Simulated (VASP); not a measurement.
# Si15BC16 (a cell with a defect) in VASP: notebook

The runs below take Si15BC16 (a cell with a defect) through single point, with PBEsol, r2SCAN.

Program: VASP 6.6.1. These are calculated values, not measurements. Logs are shortened: lines on timing, memory, paths and dates and some standing lists are left out, and cuts for length are marked.

## (1) The cell of the first run

The cell holds a defect, 32 atoms: a = 6.156 Å, b = 6.156 Å, c = 10.076 Å, α = 90.00°, β = 90.00°, γ = 120.00°.

## (2) Single point, PBEsol

Contents of INCAR:

```
PREC = Accurate
ENCUT = 520
EDIFF = 1E-6
ISMEAR = -1
SIGMA = 0.05
LREAL = Auto
LASPH = T
NELM = 120
ALGO = Normal
ISIF = 2
LWAVE = F
LCHARG = F
GGA = PS
NELECT = 128.0
ISYM = 0
NBANDS = 86
GGA_COMPAT = F
```

Contents of KPOINTS:

```
Automatic mesh
0
Gamma
  1 1 1
  0.25 0.25 0.25
```

Contents of POSCAR:

```
Si15BC16
1.0
    6.1561360000      0.0000000000      0.0000000000
   -3.0780680000      5.3313700000      0.0000000000
    0.0000000000      0.0000000000     10.0759470000
Si B C
15 1 16
Direct
    0.9981870000      0.0025930000      0.4991760000
    0.9994290000      0.4991200000      0.4995270000
    0.5015840000      0.0011800000      0.4995040000
    0.1706170000      0.3362740000      0.2557170000
    0.1663670000      0.8340090000      0.2523420000
    0.6646740000      0.3356320000      0.2557080000
    0.6641950000      0.8298480000      0.2555790000
    0.3371220000      0.1690940000      0.7462790000
    0.3372860000      0.6619460000      0.7462420000
    0.8349640000      0.1645490000      0.7494690000
    0.8301210000      0.6622630000      0.7462680000
    0.0019450000      0.9985970000      0.0010340000
    0.0020450000      0.4987290000      0.0009150000
    0.5018340000      0.9984770000      0.0009210000
    0.5020210000      0.4985160000      0.0006760000
    0.5009700000      0.4998100000      0.5025430000
    0.0000390000      0.0003720000      0.1886580000
    0.0000500000      0.4988440000      0.1886250000
    0.5013120000      0.0000440000      0.1885880000
    0.5006460000      0.4995780000      0.1865220000
    0.0007030000      0.9987150000      0.6870380000
    0.0007740000      0.4988060000      0.6873190000
    0.5005420000      0.9984030000      0.6873030000
    0.5006320000      0.4983350000      0.6750990000
    0.1868910000      0.3468840000      0.4427980000
    0.1652330000      0.8354120000      0.4388750000
    0.6564110000      0.3443020000      0.4429540000
    0.6537930000      0.8137680000      0.4425400000
    0.3364990000      0.1651100000      0.9364250000
    0.3365460000      0.6637060000      0.9364160000
    0.8360990000      0.1643120000      0.9378940000
    0.8352870000      0.6639750000      0.9364550000
```

Potentials or basis: VASP PAW PBE potentials, release 64 (Si, B, C).

Run with:

```console
> cat potpaw_PBE.64/Si/POTCAR potpaw_PBE.64/B/POTCAR potpaw_PBE.64/C/POTCAR > POTCAR
> mpirun -np 1 vasp_std > vasp.out
```

OUTCAR:

```text
PREC = Accurate
   ENCUT = 520
   EDIFF = 1E-6
   ISMEAR = -1
   LREAL = Auto
   LASPH = T
   NELM = 120
   ISIF = 2
   GGA = PS
   NELECT = 128.0
   ISYM = 0

 ion  position               nearest neighbor table
   1  0.998  0.003  0.499-  26 1.88  21 1.89  25 1.92  28 1.93   4 3.03   7 3.03   3 3.05   2 3.05
                            10 3.06   5 3.07   8 3.08  11 3.08   2 3.10   3 3.10
   2  0.999  0.499  0.500-  22 1.89  26 1.89  25 1.90  27 1.92   4 3.03   6 3.04   1 3.05  11 3.05
                             5 3.06   3 3.07   9 3.07  10 3.09   3 3.09   1 3.10
   3  0.502  0.001  0.500-  23 1.89  26 1.89  28 1.90  27 1.92   7 3.03   6 3.04   1 3.05   8 3.05
                             2 3.07   5 3.07   9 3.07  10 3.08   2 3.09   1 3.10
   4  0.171  0.336  0.256-  25 1.89  20 1.89  18 1.90  17 1.91   1 3.03   2 3.03   7 3.04   6 3.04
                             5 3.08   5 3.08   6 3.11  13 3.12   7 3.12  15 3.12  12 3.13
   5  0.166  0.834  0.252-  26 1.88  17 1.89  19 1.90  18 1.90   2 3.06   3 3.07   1 3.07   4 3.08
                             7 3.08   6 3.08   6 3.08   7 3.08   4 3.08  12 3.08  13 3.10  14 3.10
   6  0.665  0.336  0.256-  20 1.88  27 1.89  18 1.91  19 1.91   3 3.04   2 3.04   4 3.04   7 3.04
                             5 3.08   5 3.08  15 3.10   7 3.11   4 3.11  14 3.13  13 3.13
   7  0.664  0.830  0.256-  28 1.89  20 1.89  19 1.90  17 1.91   1 3.03   3 3.03   4 3.04   6 3.04
                             5 3.08   5 3.08   6 3.11  14 3.11  15 3.12   4 3.12  12 3.13
   8  0.337  0.169  0.746-  23 1.88  21 1.89  24 1.90  29 1.92   9 3.03  11 3.04   3 3.05   1 3.08
                            10 3.08  10 3.08  15 3.11  11 3.12   9 3.12  14 3.13  12 3.13
   9  0.337  0.662  0.746-  24 1.88  23 1.89  22 1.89  30 1.92  11 3.03   8 3.03   2 3.07   3 3.07
                            10 3.08  10 3.08  15 3.10   8 3.12  11 3.12  13 3.13  14 3.13
  10  0.835  0.165  0.749-  21 1.88  22 1.89  23 1.89  31 1.90   1 3.06   9 3.08  11 3.08   8 3.08
                             8 3.08  11 3.08   9 3.08   3 3.08   2 3.09  14 3.09  12 3.09  13 3.10
  11  0.830  0.662  0.746-  22 1.88  21 1.89  24 1.90  32 1.92   9 3.03   8 3.04   2 3.05  10 3.08
                            10 3.08   1 3.08  15 3.10   8 3.12   9 3.12  13 3.13  12 3.13
  12  0.002  0.999  0.001-  31 1.88  17 1.89  29 1.90  32 1.90  13 3.08  14 3.08  15 3.08  15 3.08
                            14 3.08  13 3.08   5 3.08  10 3.09   8 3.13  11 3.13   7 3.13   4 3.13
  13  0.002  0.499  0.001-  32 1.89  18 1.89  31 1.89  30 1.90  14 3.08  15 3.08  12 3.08  12 3.08
                            15 3.08  14 3.08  10 3.10   5 3.10   4 3.12   9 3.13  11 3.13   6 3.13
  14  0.502  0.998  0.001-  29 1.89  19 1.89  31 1.89  30 1.90  13 3.08  15 3.08  12 3.08  12 3.08
                            15 3.08  13 3.08  10 3.09   5 3.10   7 3.11   8 3.13   9 3.13   6 3.13
  15  0.502  0.499  0.001-  20 1.87  30 1.88  32 1.89  29 1.89  13 3.08  14 3.08  12 3.08  12 3.08
                            14 3.08  13 3.08   6 3.10  11 3.10   9 3.10   8 3.11   7 3.12   4 3.12
  16  0.501  0.500  0.503-  24 1.74  27 1.76  25 1.78  28 1.78
  17  0.000  0.000  0.189-   5 1.89  12 1.89   7 1.91   4 1.91
  18  0.000  0.499  0.189-  13 1.89   5 1.90   4 1.90   6 1.91
  19  0.501  0.000  0.189-  14 1.89   5 1.90   7 1.90   6 1.91
  20  0.501  0.500  0.187-  15 1.87   6 1.88   4 1.89   7 1.89
  21  0.001  0.999  0.687-  10 1.88   8 1.89  11 1.89   1 1.89
[... 9 lines left out ...]
  31  0.836  0.164  0.938-  12 1.88  14 1.89  13 1.89  10 1.90
  32  0.835  0.664  0.936-  13 1.89  15 1.89  12 1.90  11 1.92

IMPORTANT INFORMATION: All symmetrisations will be switched off!
NOSYMM: (Re-)initialisation of all symmetry stuff for point group C_1.

----------------------------------------------------------------------------------------

                                     Primitive cell

  volume of cell :     330.6990

  direct lattice vectors                    reciprocal lattice vectors
     6.156136000  0.000000000  0.000000000     0.162439556  0.093784524  0.000000000
    -3.078068000  5.331370000  0.000000000     0.000000000  0.187569049  0.000000000
     0.000000000  0.000000000 10.075947000     0.000000000  0.000000000  0.099246254

  length of vectors
     6.156136000  6.156135857 10.075947000     0.187569044  0.187569049  0.099246254

  position of ions in fractional coordinates (direct lattice)
     0.998187000  0.002593000  0.499176000
     0.999429000  0.499120000  0.499527000
     0.501584000  0.001180000  0.499504000
     0.170617000  0.336274000  0.255717000
     0.166367000  0.834009000  0.252342000
     0.664674000  0.335632000  0.255708000
[... 24 lines left out ...]
     0.836099000  0.164312000  0.937894000
     0.835287000  0.663975000  0.936455000

  ion indices of the primitive-cell ions
   primitive index   ion index
                 1           1
                 2           2
                 3           3
                 4           4
                 5           5
                 6           6
[... 24 lines left out ...]
                31          31
                32          32

----------------------------------------------------------------------------------------

 KPOINTS: Automatic mesh

Automatic generation of k-mesh.
 Grid dimensions read from file:
 generate k-points for:    1    1    1

 Generating k-lattice:

  Cartesian coordinates                     Fractional coordinates (reciprocal lattice)
     0.162439556  0.093784524  0.000000000     1.000000000  0.000000000  0.000000000
     0.000000000  0.187569049  0.000000000     0.000000000  1.000000000  0.000000000
     0.000000000  0.000000000  0.099246254     0.000000000  0.000000000  1.000000000

  Length of vectors
     0.187569044  0.187569049  0.099246254

  Shift w.r.t. Gamma in fractional coordinates (k-lattice)
     0.250000000  0.250000000  0.250000000

 Subroutine IBZKPT returns following result:
 ===========================================

 Found      6 irreducible k-points:

 Following reciprocal coordinates:
            Coordinates               Weight
  0.250000  0.250000  0.250000      2.000000
 -0.250000  0.500000  0.250000      2.000000
  0.500000  0.250000  0.250000      2.000000
 -0.250000 -0.250000  0.250000      2.000000
  0.250000  0.500000  0.250000      2.000000
  0.500000 -0.250000  0.250000      2.000000
   k-points           NKPTS =      6   k-points in BZ     NKDIM =      6   number of bands    NBANDS=     86
   number of dos      NEDOS =    301   number of ions     NIONS =     32
   total plane-waves  NPLWV = 184320
   dimension x,y,z NGX =    48 NGY =   48 NGZ =   80
   dimension x,y,z NGXF=    96 NGYF=   96 NGZF=  160
   ions per type =              15   1  16
   NGX,Y,Z   is equivalent  to a cutoff of  12.96, 12.96, 13.20 a.u.
   NGXF,Y,Z  is equivalent  to a cutoff of  25.92, 25.92, 26.40 a.u.
 SYSTEM =  unknown system
   PREC   = accura    normal or accurate (medium, high low for compatibility)
   ISTART =      0    job   : 0-new  1-cont  2-samecut
   ICHARG =      2    charge: 1-file 2-atom 10-const
   ISPIN  =      1    spin polarized calculation?
   LNONCOLLINEAR =      F non collinear calculations
   LSORBIT =      F    spin-orbit coupling
   LASPH  =      T    aspherical Exc in radial PAW
   ENCUT  =  520.0 eV  38.22 Ry    6.18 a.u.  11.45 11.45 18.73*2*pi/ulx,y,z
   NELM   =    120;   NELMIN=  2; NELMDL= -5     # of ELM steps
   EDIFF  = 0.1E-05   stopping-criterion for ELM
   LREAL  =      T    real-space projection
   EDIFFG = 0.1E-04   stopping-criterion for IOM
   NSW    =      0    number of steps for IOM
   IBRION =     -1    ionic relax: 0-MD 1-quasi-New 2-CG
   NFREE  =      0    steps in history (QN), initial steepest desc. (CG)
   ISIF   =      2    stress and relaxation
   ISYM   =      0    0-nonsym 1-usesym 2-fastsym
   POTIM  = 0.5000    time-step for ionic-motion
   TEBEG  =    0.0;   TEEND  =   0.0 temperature during run
   PSTRESS=    0.0 pullay stress
   NELECT =     128.0000    total number of electrons
   NUPDOWN=      -1.0000    fix difference up-down
   EMIN   =  10.00;   EMAX   =-10.00  energy-range for DOS
   EFERMI =   0.00;   METHOD = LEGACY
   ISMEAR =    -1;   SIGMA  =   0.05  broadening in eV -4-tet -1-fermi 0-gaus
   EFERMI_NEDOS =   21; number of points for ismear=-14 and -15
   IALGO  =     38    algorithm
   IMIX   =      4    mixing-type and parameters
     AMIX     =   0.40;   BMIX     =  1.00
     AMIX_MAG =   1.60;   BMIX_MAG =  1.00
  volume/ion in A,a.u.               =      10.33        69.74
  Fermi-wavevector in a.u.,A,eV,Ry     =   1.193073  2.254582 19.366863  1.423424
  Thomas-Fermi vector in A             =   2.329097
   LORBIT       =      0    0 simple, 1 ext, 2 COOP (PROOUT), +10 PAW based schemes
   GGA     = PS    functional components
   LHFCALC =     F    Hartree Fock is set to
   AEXX    =    0.0000 exact exchange contribution
   IVDW    =     0    specifies the selected vdW correction
   LEPSILON=     F    determine dielectric tensor
   LRPA    =     F    only Hartree local field effects (RPA)
 non-spin polarized calculation
  energy-cutoff  :      520.00
  volume of cell :      330.70
 maximum number of plane-waves:      8890
 NGX is ok and might be reduce to    48
   NGX = 23   NGY = 23   NGZ = 37

 number of electron     128.0000001 magnetization

 Free energy of the ion-electron system (eV)
  ---------------------------------------------------
  ext. energy  EPLUGINS =         0.00000000
  ---------------------------------------------------
  free energy    TOTEN  =      -251.85418384 eV

  energy without entropy =     -251.85418384  energy(sigma->0) =     -251.85418384

 E-fermi :   8.5548     XC(G=0): -11.5003

 val. band max:        7.3151063937   @ k =   0.2500   0.5000   0.2500
 cond. band min:      11.1447726752   @ k =   0.5000  -0.2500   0.2500
 fundamental gap:      3.8296662815
 Fermi energy:         8.5548024687

 k-point     1 :       0.2500    0.2500    0.2500
  band No.  band energies     occupation
      1      -6.8150      2.00000
      2      -6.1731      2.00000
      3      -5.8146      2.00000
      4      -5.7583      2.00000
      5      -5.2179      2.00000
      6      -5.1157      2.00000
[... 68 lines left out ...]
     75      13.2853      0.00000
     76      13.3706      0.00000

 k-point     2 :      -0.2500    0.5000    0.2500
  band No.  band energies     occupation
      1      -6.8136      2.00000
      2      -6.1721      2.00000
      3      -5.8136      2.00000
      4      -5.7591      2.00000
      5      -5.2165      2.00000
      6      -5.1165      2.00000
[... 68 lines left out ...]
     75      13.2948      0.00000
     76      13.4029      0.00000

 k-point     3 :       0.5000    0.2500    0.2500
  band No.  band energies     occupation
      1      -6.8136      2.00000
      2      -6.1722      2.00000
      3      -5.8135      2.00000
      4      -5.7590      2.00000
      5      -5.2161      2.00000
      6      -5.1172      2.00000
[... 226 lines left out ...]
     75      13.3179      0.00000
     76      13.3945      0.00000

 k-point     6 :       0.5000   -0.2500    0.2500
  band No.  band energies     occupation
      1      -6.8137      2.00000
      2      -6.1718      2.00000
      3      -5.8149      2.00000
      4      -5.7578      2.00000
      5      -5.2164      2.00000
      6      -5.1177      2.00000
[... 68 lines left out ...]
     75      13.3200      0.00000
     76      13.3965      0.00000
 [bands above 76 left out]

------------------------ aborting loop because EDIFF is reached ----------------------------------------

  FORCE on cell =-STRESS in cart. coord.  units (eV):
  Direction    XX          YY          ZZ          XY          YZ          ZX
  --------------------------------------------------------------------------------------
  -------------------------------------------------------------------------------------
  Total       -3.2840847     -4.7522886      8.5917381     -1.2059011     -0.0192036     -0.0079474
  in kB      -15.9108003    -23.0239844     41.6254277     -5.8423743     -0.0930379     -0.0385036
  external PRESSURE =       0.8968810 kB  Pullay stress =       0.0000000 kB

 VOLUME and BASIS-vectors are now :
 -----------------------------------------------------------------------------
  energy-cutoff  :      520.00
  volume of cell :      330.70
      direct lattice vectors                 reciprocal lattice vectors
     6.156136000  0.000000000  0.000000000     0.162439556  0.093784524  0.000000000
    -3.078068000  5.331370000  0.000000000     0.000000000  0.187569049  0.000000000
     0.000000000  0.000000000 10.075947000     0.000000000  0.000000000  0.099246254

 POSITION                                       TOTAL-FORCE (eV/Angst)
 -----------------------------------------------------------------------------------
      6.13699      0.01382      5.02967        -0.085110      0.025951      0.002459
      4.61630      2.66099      5.03321        -0.110211      0.039098      0.013545
      3.08419      0.00629      5.03298        -0.098178      0.060325      0.010525
      0.01527      1.79280      2.57659         0.095325     -0.069721     -0.011957
     -1.54296      4.44641      2.54258         0.103187     -0.070033      0.004102
      3.05873      1.78938      2.57650         0.099086     -0.060814      0.008774
[... 24 lines left out ...]
      4.64138      0.87601      9.45017        -0.173754      0.099561     -0.010002
      3.09838      3.53990      9.43567        -0.161665      0.093780     -0.003738
 -----------------------------------------------------------------------------------
    total drift:                               -0.077431      0.032659     -0.011881

  FREE ENERGIE OF THE ION-ELECTRON SYSTEM (eV)
  ---------------------------------------------------
  free  energy   TOTEN  =      -251.8541838417 eV

  energy  without entropy=     -251.8541838417  energy(sigma->0) =     -251.85418384
```

It took 9.2 min on 1 thread of Intel Xeon 8259CL, shared host; peak memory 0.46 GiB.

Results:

```yaml
Free_energy: -251.8542 eV
Largest_force: 0.312 eV/Å
```

Forces on the atoms (eV/Å):
```
Si  -0.085  0.026  0.002
Si  -0.110  0.039  0.014
Si  -0.098  0.060  0.011
Si   0.095 -0.070 -0.012
Si   0.103 -0.070  0.004
Si   0.099 -0.061  0.009
Si   0.110 -0.062 -0.009
Si  -0.113  0.069  0.006
Si  -0.112  0.076  0.007
Si  -0.135  0.074  0.008
Si  -0.114  0.074  0.007
Si   0.100 -0.061 -0.005
Si   0.090 -0.071  0.009
Si   0.093 -0.064  0.000
Si   0.096 -0.070  0.005
B   -0.122  0.050  0.004
C   -0.082  0.047  0.008
C   -0.069  0.059 -0.011
C   -0.079  0.057 -0.009
C   -0.083  0.057 -0.006
C    0.086 -0.046  0.004
C    0.101 -0.039 -0.008
C    0.100 -0.043 -0.009
C    0.103 -0.017 -0.006
C    0.170 -0.257 -0.010
C    0.163 -0.094 -0.008
C    0.046 -0.037 -0.028
C    0.309 -0.017  0.041
C   -0.166  0.094  0.000
C   -0.159  0.104 -0.006
C   -0.174  0.100 -0.010
C   -0.162  0.094 -0.004
```

Caveat: the k points lie up to 0.59 Å⁻¹ apart; the cell carries a net charge on a neutralising background, which shifts energy and pressure; the cell is charged against a uniform background, so pressure and absolute levels hang on convention; the PAW data sets were made with another functional, which shifts forces and pressure a little.

## (3) Single point, r2SCAN

POSCAR is that of step 2.

Contents of INCAR.step1:

```
PREC = Accurate
ENCUT = 580
ISMEAR = -1
SIGMA = 0.05
LREAL = Auto
LASPH = True
NELM = 120
NELECT = 128.0
ISYM = 0
NBANDS = 86
GGA = PE
ALGO = Normal
EDIFF = 1E-5
LWAVE = True
LCHARG = False
GGA_COMPAT = False
```

Contents of INCAR.step2:

```
PREC = Accurate
ENCUT = 580
EDIFF = 1E-6
ISMEAR = -1
SIGMA = 0.05
LREAL = Auto
LASPH = True
NELM = 120
ALGO = Normal
ISIF = 2
LWAVE = False
LCHARG = False
METAGGA = R2SCAN
LMIXTAU = True
NELECT = 128.0
ISYM = 0
NBANDS = 86
ISTART = 1
GGA_COMPAT = False
```

KPOINTS is that of step 2.

Potentials or basis: VASP PAW PBE potentials, release 64 (Si, B, C).

Run with:

```console
> cat potpaw_PBE.64/Si/POTCAR potpaw_PBE.64/B/POTCAR potpaw_PBE.64/C/POTCAR > POTCAR
> cp INCAR.step1 INCAR
> mpirun -np 1 vasp_std > vasp.out
> cp INCAR.step2 INCAR
> mpirun -np 1 vasp_std > vasp.out
```

It took 34 min on 1 thread of Intel Xeon 8259CL, shared host; peak memory 0.55 GiB.

Results (log left out):

| Item | Value |
| --- | --- |
| Free energy | -303.5283 eV |
| Largest force | 0.435 eV/Å |

Forces on the atoms (eV/Å):
```
Si  -0.030 -0.007  0.061
Si  -0.108  0.097  0.070
Si  -0.150  0.027  0.067
Si   0.117 -0.050 -0.023
Si   0.096 -0.066  0.023
Si   0.069 -0.041 -0.004
Si   0.102 -0.093 -0.019
Si  -0.112  0.039 -0.039
Si  -0.144  0.094 -0.041
Si  -0.129  0.073 -0.006
Si  -0.087  0.089 -0.039
Si   0.086 -0.053 -0.011
Si   0.086 -0.084  0.002
Si   0.102 -0.057 -0.008
Si   0.093 -0.071  0.007
B   -0.129  0.051  0.011
C   -0.063  0.040  0.009
C   -0.065  0.077 -0.013
C   -0.092  0.046 -0.011
C   -0.078  0.055  0.008
C    0.075 -0.039  0.004
C    0.103 -0.050 -0.013
C    0.111 -0.035 -0.013
C    0.106 -0.014  0.274
C   -0.066 -0.408 -0.136
C    0.159 -0.091 -0.035
C    0.277 -0.170 -0.150
C    0.323  0.263 -0.082
C   -0.165  0.101  0.034
C   -0.152  0.096  0.029
C   -0.168  0.096  0.011
C   -0.170  0.085  0.030
```

Levels at points of the mesh, in eV from the Fermi level:
| k point | band 62 | band 63 | band 64 | band 65 | band 66 | band 67 |
| --- | --- | --- | --- | --- | --- | --- |
| (0.25, 0.25, 0.25) | -1.82 | -1.58 | -1.27 | 3.18 | 3.45 | 3.62 |

Caveat: the k points lie up to 0.59 Å⁻¹ apart; the cell carries a net charge on a neutralising background, which shifts energy and pressure; the cell is charged against a uniform background, so pressure and absolute levels hang on convention; the PAW data sets were made with another functional, which shifts forces and pressure a little.
